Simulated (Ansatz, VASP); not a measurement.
## One calculation of WC, two programs

```xyz
2
Lattice="2.8994 0.0000 0.0000 -1.4497 2.5109 0.0000 0.0000 0.0000 2.8265" Properties=species:S:1:pos:R:3 pbc="T T T"
W     0.0000    0.0000    0.0000
C     1.4497    0.8370    1.4133
```

Alike in both runs: functional PBEsol; k mesh 18 × 18 × 14; occupations fermi-dirac, width 0.15 eV; no spin polarisation.

Ansatz relaxed the structure, and its values are those at the end. VASP's run is a single point on that final structure, the one shown.

|  | VASP | Ansatz |
| --- | --- | --- |
| version | VASP 6.6.1 | Ansatz 0.2.0 |
| potentials or method | VASP PAW PBE potentials, release 64 (W_sv, C), cutoff 520 eV | scalar-relativistic, plane waves, PAW |
| valence electrons in the cell | 18 | 18 |

```csv
,VASP,Ansatz,Ansatz less VASP
gap on the k mesh at the Fermi level (eV),none,none,-
pressure (GPa),1.3,0.0,-1.29
```

VASP's potentials were made for PBE, not for PBEsol. A gap of «none» marks a metal or a gap that the smearing closes.

Spin-orbit coupling is off throughout.
